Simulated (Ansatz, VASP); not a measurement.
**TaN in VASP and in Ansatz**

```
Ta N
1.0
     3.09179    0.00000    0.00000
    -1.54589    2.67757    0.00000
     0.00000    0.00000    4.80737
Ta N
2 2
Direct
  0.33333 0.66667 0.00000
  0.66667 0.33333 0.50000
  0.33333 0.66667 0.38500
  0.66667 0.33333 0.88500
```

Alike in both runs: task single point; functional PBEsol; k mesh 18 × 18 × 12; occupations gaussian, width 0.15 eV; no spin polarisation.

|  | VASP | Ansatz |
| --- | --- | --- |
| version | VASP 6.6.1 | Ansatz 0.2.0 |
| potentials or method | VASP PAW PBE potentials, release 64 (Ta_pv, N), cutoff 520 eV | scalar-relativistic, plane waves, PAW |
| valence electrons in the cell | 32 | 36 |

|  | VASP | Ansatz | Ansatz less VASP |
| --- | --- | --- | --- |
| gap on the k mesh at the Fermi level (eV) | none | none | - |
| rms of the force components (eV/Å) | 0.069 | 0.081 | +0.0117 |

VASP's potentials were made for PBE, not for PBEsol. Atom by atom the forces differ by 0.012 eV/Å (rms over components). A gap of «none» marks a metal or a gap that the smearing closes. The functional is the same, so the differences come from potentials, cutoffs and numerics. VASP's potentials hold 32 valence electrons a cell and Ansatz's 36, so a difference there can come from the potentials and not from the codes.

Spin-orbit coupling is off throughout.
